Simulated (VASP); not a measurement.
Set up this calculation in VASP 6.6.1, as the native input.

```yaml
Task: single point
Functional: PBE
Potentials_or_basis: VASP PAW PBE potentials, release 64 (Cu, O)
Cutoff: 520 eV
k_mesh: 14 × 14 × 14
Occupations: gaussian, width 0.1 eV
Spin: collinear spin
Starting_moments: "[0.5, 0.0, 0.0] μB"
Hubbard_terms: Cu d U = 4.0 eV
Dipole_correction: no
Further_INCAR_settings: ALGO = Normal; EDIFF = 1e-06; NBANDS = 22
```

The structure of CuO2 lies in POSCAR:

```
CuO2
1.0
    0.0000000000      2.4441472340      2.4441472340
    2.4441472340      0.0000000000      2.4441472340
    2.4441472340      2.4441472340      0.0000000000
Cu O
1 2
Direct
    0.0000000000      0.0000000000      0.0000000000
    0.2500000000      0.2500000000      0.2500000000
    0.7500000000      0.7500000000      0.7500000000
```

These files were run (other wordings do the same):

INCAR

```
ALGO = Normal ; EDIFF = 1E-6
ENCUT = 520 ; GGA = PE
ISIF = 2 ; ISMEAR = 0
ISPIN = 2 ; LASPH = True
LCHARG = False ; LDAU = True
LDAUJ = 0 0 ; LDAUL = 2 -1
LDAUPRINT = 1 ; LDAUTYPE = 2
LDAUU = 4 0 ; LMAXMIX = 4
LORBIT = 11 ; LREAL = False
LWAVE = False ; MAGMOM = 0.5 0 0
NBANDS = 22 ; NELM = 150
PREC = Accurate ; SIGMA = 0.1
```

KPOINTS

```
k-points
0
Gamma
  14 14 14
```

Potentials or basis: VASP PAW PBE potentials, release 64 (Cu, O).

Run with:

```console
$ cat potpaw_PBE.64/Cu/POTCAR potpaw_PBE.64/O/POTCAR > POTCAR
$ mpirun -np 1 vasp_std > vasp.out
```

It gave:

```
Pressure                                              : -3.5 GPa
Net moment                                            : 2.44 μB per cell
Site moments                                          : Cu +0.67; O +0.78 μB
Valence electrons inside the program's atomic spheres : Cu 9.76; O 4.81
```

Caveat: the cell stands under tension; a cell with one magnetic atom can't hold antiferromagnetic order, which such compounds often take.

Wall time 4.5 min on 1 thread of AMD EPYC 7R43 64-Core Processor (Zen 3), with other jobs on the host, peak memory 0.2 GiB.
